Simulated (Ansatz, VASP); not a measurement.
**Two plane-wave programs on Na**

Contents of POSCAR:

```
Na
1.0
   -2.1410000000      2.1410000000      2.1410000000
    2.1410000000     -2.1410000000      2.1410000000
    2.1410000000      2.1410000000     -2.1410000000
Na
1
Direct
    0.0000000000      0.0000000000      0.0000000000
```

File INCAR.step1:

```
SYSTEM = Na
PREC     = Accurate       ! precision mode
ENCUT    = 520            ! plane-wave cutoff, eV
ISMEAR   = 0              ! smearing method
SIGMA    = 0.1            ! smearing width, eV
LREAL    = .FALSE.        ! projectors in reciprocal space
LASPH    = .TRUE.         ! aspherical terms in the spheres
NELM     = 100            ! most SCF steps
NBANDS   = 10             ! bands
GGA      = PE             ! functional
ALGO     = Normal         ! electronic algorithm
EDIFF    = 1E-4           ! SCF threshold, eV
LWAVE    = .TRUE.         ! write WAVECAR
LCHARG   = .FALSE.        ! write CHGCAR
```

File INCAR.step2:

```
SYSTEM = Na
PREC     = Accurate       ! precision mode
ENCUT    = 520            ! plane-wave cutoff, eV
EDIFF    = 1E-6           ! SCF threshold, eV
ISMEAR   = 0              ! smearing method
SIGMA    = 0.1            ! smearing width, eV
LREAL    = .FALSE.        ! projectors in reciprocal space
LASPH    = .TRUE.         ! aspherical terms in the spheres
NELM     = 100            ! most SCF steps
ALGO     = Normal         ! electronic algorithm
ISIF     = 2              ! what is computed and relaxed
LWAVE    = .FALSE.        ! write WAVECAR
LCHARG   = .FALSE.        ! write CHGCAR
METAGGA  = R2SCAN         ! meta-GGA
LMIXTAU  = .TRUE.       
NBANDS   = 10             ! bands
ISTART   = 1
```

File KPOINTS:

```
regular mesh
0
G
  6 6 6
  0 0 0
```

Input for Ansatz:

```yaml
crystal:
  lattice:
    - [-2.141, 2.141, 2.141]
    - [2.141, -2.141, 2.141]
    - [2.141, 2.141, -2.141]
  atoms:
    - { symbol: Na, position: [0.0, 0.0, 0.0] }
basis:
  ecutwfc: 500
kpoints:
  mp_grid: { grid: [6, 6, 6] }
hamiltonian:
  xc: r2scan
scf:
  occupations: { method: gaussian, width: 0.1 }
output:
  forces: true
  stress: true
  eigenvalues: true
```

Alike in both runs: task single point; functional r2SCAN; k mesh 6 × 6 × 6; occupations gaussian, width 0.1 eV; no spin polarisation.

```csv
,VASP,Ansatz
version,VASP 6.6.1,Ansatz 0.2.0
potentials or method,"VASP PAW PBE potentials, release 64 (Na_pv), cutoff 520 eV","scalar-relativistic, plane waves, PAW"
valence electrons in the cell,7,9
```

|  | VASP | Ansatz | Ansatz less VASP |
| --- | --- | --- | --- |
| gap on the k mesh at the Fermi level (eV) | none | none | - |
| pressure (GPa) | -0.2 | -0.2 | +0.04 |

VASP's potentials were made for PBE, not for r2SCAN. A gap of «none» marks a metal or a gap that the smearing closes. VASP's potentials hold 7 valence electrons a cell and Ansatz's 9, so a difference there can come from the potentials and not from the codes.
